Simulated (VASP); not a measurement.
# CdS (P3_221) in VASP: notebook, part 2 of 2

VASP 6.6.1. The steps go on from the part before.

## Step 3: Relaxation of cell and atoms, PBE

The input, INCAR:

```
  PREC = Accurate
  ENCUT = 600
  EDIFF = 1E-6
  ISMEAR = 0
  SIGMA = 0.02
  LREAL = F
  LASPH = T
  NELM = 100
  ALGO = Normal
  ISIF = 3
  LWAVE = F
  LCHARG = F
  GGA = PE
  IBRION = 2
  NSW = 100
  EDIFFG = -0.01
```

The input, KPOINTS:

```
regular mesh
0
Gamma
  6 6 8
```

The input, POSCAR:

```
CdS
1.0
    6.6037309000      0.0000000000      0.0000000000
   -3.3018655000      5.7189987000      0.0000000000
    0.0000000000      0.0000000000      4.0021470000
Cd S
3 3
Direct
    0.6201620000      0.0000000000      0.6666667000
    0.0000000000      0.6201620000      0.3333333000
    0.3798380000      0.3798380000      0.0000000000
    0.3693230000      0.0000000000      0.1666667000
    0.0000000000      0.3693230000      0.8333333000
    0.6306770000      0.6306770000      0.5000000000
```

Potentials or basis: VASP PAW PBE potentials, release 64 (Cd, S).

Run with:

```
$ cat potpaw_PBE.64/Cd/POTCAR potpaw_PBE.64/S/POTCAR > POTCAR
$ mpirun -np 1 vasp_std > vasp.out
```

OUTCAR:

```text
PREC = Accurate
   ENCUT = 600
   EDIFF = 1E-6
   ISMEAR = 0
   LREAL = F
   LASPH = T
   NELM = 100
   ISIF = 3
   GGA = PE
   IBRION = 2
   NSW = 100
   EDIFFG = -0.01

 ion  position               nearest neighbor table
   1  0.620  0.000  0.667-   5 2.56   6 2.56   4 2.60   4 2.60
   2  0.000  0.620  0.333-   4 2.56   6 2.56   5 2.60   5 2.60
   3  0.380  0.380  0.000-   5 2.56   4 2.56   6 2.60   6 2.60
   4  0.369  0.000  0.167-   2 2.56   3 2.56   1 2.60   1 2.60
   5  0.000  0.369  0.833-   1 2.56   3 2.56   2 2.60   2 2.60
   6  0.631  0.631  0.500-   2 2.56   1 2.56   3 2.60   3 2.60

  LATTYP: Found a hexagonal cell.
 ALAT       =     6.6037309000
 C/A-ratio  =     0.6060433201

  Lattice vectors:

 A1 = (   6.6037309000,   0.0000000000,   0.0000000000)
 A2 = (  -3.3018655000,   5.7189987000,   0.0000000000)
 A3 = (   0.0000000000,   0.0000000000,   4.0021470000)

Analysis of symmetry for initial positions (statically):
=====================================================================
 Subroutine PRICEL returns:
 Original cell was already a primitive cell.

 Routine SETGRP: Setting up the symmetry group for a
 hexagonal supercell.

 Subroutine GETGRP returns: Found  6 space group operations
 (whereof  2 operations were pure point group operations)
 out of a pool of 24 trial point group operations.

The static configuration has the point symmetry C_2 .
 The point group associated with its full space group is D_3 .

Analysis of symmetry for dynamics (positions and initial velocities):
=====================================================================
 Subroutine PRICEL returns:
 Original cell was already a primitive cell.

 Routine SETGRP: Setting up the symmetry group for a
 hexagonal supercell.

 Subroutine GETGRP returns: Found  6 space group operations
 (whereof  2 operations were pure point group operations)
 out of a pool of 24 trial point group operations.

The dynamic configuration has the point symmetry C_2 .
 The point group associated with its full space group is D_3 .

 Subroutine INISYM returns: Found  6 space group operations
 (whereof  2 operations are pure point group operations),
 and found     1 'primitive' translations

----------------------------------------------------------------------------------------

                                     Primitive cell

  volume of cell :     151.1480

  direct lattice vectors                    reciprocal lattice vectors
     6.603730900  0.000000000  0.000000000     0.151429550  0.087427893  0.000000000
    -3.301865500  5.718998700  0.000000000     0.000000000  0.174855784  0.000000000
     0.000000000  0.000000000  4.002147000     0.000000000  0.000000000  0.249865884

  length of vectors
     6.603730900  6.603730908  4.002147000     0.174855784  0.174855784  0.249865884

  position of ions in fractional coordinates (direct lattice)
     0.620162000  0.000000000  0.666666700
     0.000000000  0.620162000  0.333333300
     0.379838000  0.379838000  0.000000000
     0.369323000  0.000000000  0.166666700
     0.000000000  0.369323000  0.833333300
     0.630677000  0.630677000  0.500000000

  ion indices of the primitive-cell ions
   primitive index   ion index
                 1           1
                 2           2
                 3           3
                 4           4
                 5           5
[... 33 lines left out ...]
  0.500000  0.000000  0.000000      3.000000
  0.166667  0.166667  0.000000      6.000000
  0.333333  0.166667  0.000000     12.000000
[... 16 lines left out ...]
  0.500000  0.000000  0.250000      6.000000
  0.166667  0.166667  0.250000     12.000000
 [... further k-points ...]
   k-points           NKPTS =     44   k-points in BZ     NKDIM =     44   number of bands    NBANDS=     32
   number of dos      NEDOS =    301   number of ions     NIONS =      6
   total plane-waves  NPLWV =  93312
   dimension x,y,z NGX =    54 NGY =   54 NGZ =   32
   dimension x,y,z NGXF=   108 NGYF=  108 NGZF=   64
   ions per type =               3   3
   NGX,Y,Z   is equivalent  to a cutoff of  13.59, 13.59, 13.29 a.u.
   NGXF,Y,Z  is equivalent  to a cutoff of  27.19, 27.19, 26.59 a.u.
 SYSTEM =  unknown system
   PREC   = accura    normal or accurate (medium, high low for compatibility)
   ISTART =      0    job   : 0-new  1-cont  2-samecut
   ICHARG =      2    charge: 1-file 2-atom 10-const
   ISPIN  =      1    spin polarized calculation?
   LNONCOLLINEAR =      F non collinear calculations
   LSORBIT =      F    spin-orbit coupling
   LASPH  =      T    aspherical Exc in radial PAW
   ENCUT  =  600.0 eV  44.10 Ry    6.64 a.u.  13.19 13.19  7.99*2*pi/ulx,y,z
   NELM   =    100;   NELMIN=  2; NELMDL= -5     # of ELM steps
   EDIFF  = 0.1E-05   stopping-criterion for ELM
   LREAL  =      F    real-space projection
   EDIFFG = -.1E-01   stopping-criterion for IOM
   NSW    =    100    number of steps for IOM
   IBRION =      2    ionic relax: 0-MD 1-quasi-New 2-CG
   NFREE  =      1    steps in history (QN), initial steepest desc. (CG)
   ISIF   =      3    stress and relaxation
   ISYM   =      2    0-nonsym 1-usesym 2-fastsym
   POTIM  = 0.5000    time-step for ionic-motion
   TEBEG  =    0.0;   TEEND  =   0.0 temperature during run
   PSTRESS=    0.0 pullay stress
   NELECT =      54.0000    total number of electrons
   NUPDOWN=      -1.0000    fix difference up-down
   EMIN   =  10.00;   EMAX   =-10.00  energy-range for DOS
   EFERMI =   0.00;   METHOD = LEGACY
   ISMEAR =     0;   SIGMA  =   0.02  broadening in eV -4-tet -1-fermi 0-gaus
   EFERMI_NEDOS =   21; number of points for ismear=-14 and -15
   IALGO  =     38    algorithm
   IMIX   =      4    mixing-type and parameters
     AMIX     =   0.40;   BMIX     =  1.00
     AMIX_MAG =   1.60;   BMIX_MAG =  1.00
  volume/ion in A,a.u.               =      25.19       170.00
  Fermi-wavevector in a.u.,A,eV,Ry     =   1.161641  2.195183 18.359837  1.349410
  Thomas-Fermi vector in A             =   2.298211
   LORBIT       =      0    0 simple, 1 ext, 2 COOP (PROOUT), +10 PAW based schemes
   GGA     = PE    functional components
   LHFCALC =     F    Hartree Fock is set to
   AEXX    =    0.0000 exact exchange contribution
   IVDW    =     0    specifies the selected vdW correction
   LEPSILON=     F    determine dielectric tensor
   LRPA    =     F    only Hartree local field effects (RPA)
 conjugate gradient relaxation of ions
 non-spin polarized calculation
 Gauss-broadening in eV      SIGMA  =   0.02
  energy-cutoff  :      600.00
  volume of cell :      151.15
 maximum number of plane-waves:      5067
 NGX is ok and might be reduce to    54
   NGX = 27   NGY = 27   NGZ = 15

--------------------------------------- Ionic step        1  -------------------------------------------

 number of electron      54.0000011 magnetization

 Free energy of the ion-electron system (eV)
  ---------------------------------------------------
  ext. energy  EPLUGINS =         0.00000000
  ---------------------------------------------------
  free energy    TOTEN  =       -17.98396567 eV

  energy without entropy =      -17.98396567  energy(sigma->0) =      -17.98396567

------------------------ aborting loop because EDIFF is reached ----------------------------------------

  FORCE on cell =-STRESS in cart. coord.  units (eV):
  Direction    XX          YY          ZZ          XY          YZ          ZX
  --------------------------------------------------------------------------------------
  -------------------------------------------------------------------------------------
  Total        0.2674043      0.2674043      0.2507840     -0.0000000      0.0000000     -0.0000000
  in kB        2.8345010      2.8345010      2.6583243     -0.0000000      0.0000000     -0.0000000
  external PRESSURE =       2.7757754 kB  Pullay stress =       0.0000000 kB
[... 67 lines left out ...]
--------------------------------------- Ionic step        3  -------------------------------------------

 number of electron      54.0000010 magnetization

 Free energy of the ion-electron system (eV)
  ---------------------------------------------------
  ext. energy  EPLUGINS =         0.00000000
  ---------------------------------------------------
  free energy    TOTEN  =       -17.98460826 eV

  energy without entropy =      -17.98460826  energy(sigma->0) =      -17.98460826

 E-fermi :   1.1443     XC(G=0):  -9.1055

 val. band max:        1.0431294126   @ k =   0.0000   0.0000   0.0000
 cond. band min:       2.0098207071   @ k =   0.0000   0.0000   0.0000
 fundamental gap:      0.9666912945
 Fermi energy:         1.1443406562

 k-point     1 :       0.0000    0.0000    0.0000
  band No.  band energies     occupation
      1     -11.0558      2.00000
      2     -10.4525      2.00000
      3     -10.4525      2.00000
      4      -6.5815      2.00000
      5      -6.5815      2.00000
      6      -6.3775      2.00000
[... 829 lines left out ...]
     31       5.8971      0.00000
     32       7.0663      0.00000

 [... further k-points ...]
[... 5 lines left out ...]
  --------------------------------------------------------------------------------------
  -------------------------------------------------------------------------------------
  Total        0.0147633      0.0147633      0.0052362     -0.0000000     -0.0000000     -0.0000000
  in kB        0.1557218      0.1557218      0.0552309     -0.0000000     -0.0000000     -0.0000000
  external PRESSURE =       0.1222249 kB  Pullay stress =       0.0000000 kB
[... 21 lines left out ...]
  FREE ENERGIE OF THE ION-ELECTRON SYSTEM (eV)
  ---------------------------------------------------
  free  energy   TOTEN  =       -17.9846082611 eV

  energy  without entropy=      -17.9846082611  energy(sigma->0) =      -17.98460826

 reached required accuracy - stopping structural energy minimisation
```

OSZICAR:

```text
N       E                     dE             d eps       ncg     rms          rms(c)
DAV:   1     0.418724993499E+03    0.41872E+03   -0.28624E+04  2816   0.173E+03
DAV:   2     0.642484921234E+01   -0.41230E+03   -0.40413E+03  3168   0.395E+02
[... 21 lines left out ...]
   2 F= -.17984558E+02 E0= -.17984558E+02  d E =-.592443E-03
       N       E                     dE             d eps       ncg     rms          rms(c)
DAV:   1    -0.179855490612E+02   -0.99096E-03   -0.21345E-02  3088   0.135E+00    0.237E-01
DAV:   2    -0.179846945436E+02    0.85452E-03   -0.23224E-03  3120   0.522E-01    0.800E-02
DAV:   3    -0.179846081199E+02    0.86424E-04   -0.29756E-04  3264   0.131E-01    0.700E-02
DAV:   4    -0.179846076141E+02    0.50579E-06   -0.15303E-05  2888   0.305E-02    0.147E-02
DAV:   5    -0.179846082611E+02   -0.64702E-06   -0.92658E-06  2848   0.298E-02
   3 F= -.17984608E+02 E0= -.17984608E+02  d E =-.642595E-03
```

CONTCAR:

```text
CdS
   1.00000000000000
     6.6148307045557875   -0.0000000000970432   -0.0000000000000000
    -3.3074154024459776    5.7286114126742795    0.0000000000000000
     0.0000000000000000    0.0000000000000000    4.0084558520948947
  Cd              S
     3     3
Direct
     0.6201801618136431    0.9999999999999999    0.6666667000000004
     0.9999999999999999    0.6201801618136432    0.3333332999999996
     0.3798198381863569    0.3798198381863569    0.0000000000000000
     0.3692865763327453    0.0000000000000002    0.1666667000000004
     0.0000000000000002    0.3692865763327452    0.8333332999999996
     0.6307134236672545    0.6307134236672546    0.5000000000000000

  0.00000000E+00  0.00000000E+00  0.00000000E+00
  0.00000000E+00  0.00000000E+00  0.00000000E+00
  0.00000000E+00  0.00000000E+00  0.00000000E+00
  0.00000000E+00  0.00000000E+00  0.00000000E+00
  0.00000000E+00  0.00000000E+00  0.00000000E+00
  0.00000000E+00  0.00000000E+00  0.00000000E+00
```

Wall time 7.7 min (1 thread of Intel Xeon Platinum 8488C (Sapphire Rapids), shared host); peak memory 0.43 GiB.

What came out:

```yaml
Free_energy: -17.9846 eV
Relaxed_volume: 25.32 Å³/atom
Relaxed_cell: a = 6.615 Å, b = 6.615 Å, c = 4.008 Å, α = 90.00°, β = 90.00°, γ = 120.00°
Space_group_after_relaxing_to_0.05_Å: P3_221 (No. 154)
Energy_gained_by_relaxing: 0.1 meV/atom
Ionic_steps: 3
Pressure_after_relaxing: 0.0 GPa
Largest_force_after_relaxing: 0.004 eV/Å
Band_gap_on_the_k_mesh: 0.97 eV, direct
```

Forces on the atoms (eV/Å):
```
Cd  -0.004  0.000  0.000
Cd   0.002 -0.003  0.000
Cd   0.002  0.003  0.000
S    0.002  0.000  0.000
S   -0.001  0.002  0.000
S   -0.001 -0.002  0.000
```

Step by step:
```csv
step,energy change (eV),largest force (eV/Å),pressure (GPa),volume (Å³)
1,0.0000,0.0064,0.28,151.15
2,-0.0006,0.0057,-0.07,152.10
3,-0.0006,0.0039,0.01,151.90
```

Final structure:
```yaml
crystal:
  lattice:
    - [6.61483, 0.00000, 0.00000]
    - [-3.30742, 5.72861, 0.00000]
    - [0.00000, 0.00000, 4.00846]
  atoms:
    - { symbol: Cd, position: [0.62018, 0.00000, 0.66667] }
    - { symbol: Cd, position: [0.00000, 0.62018, 0.33333] }
    - { symbol: Cd, position: [0.37982, 0.37982, 0.00000] }
    - { symbol: S, position: [0.36929, 0.00000, 0.16667] }
    - { symbol: S, position: [0.00000, 0.36929, 0.83333] }
    - { symbol: S, position: [0.63071, 0.63071, 0.50000] }
```
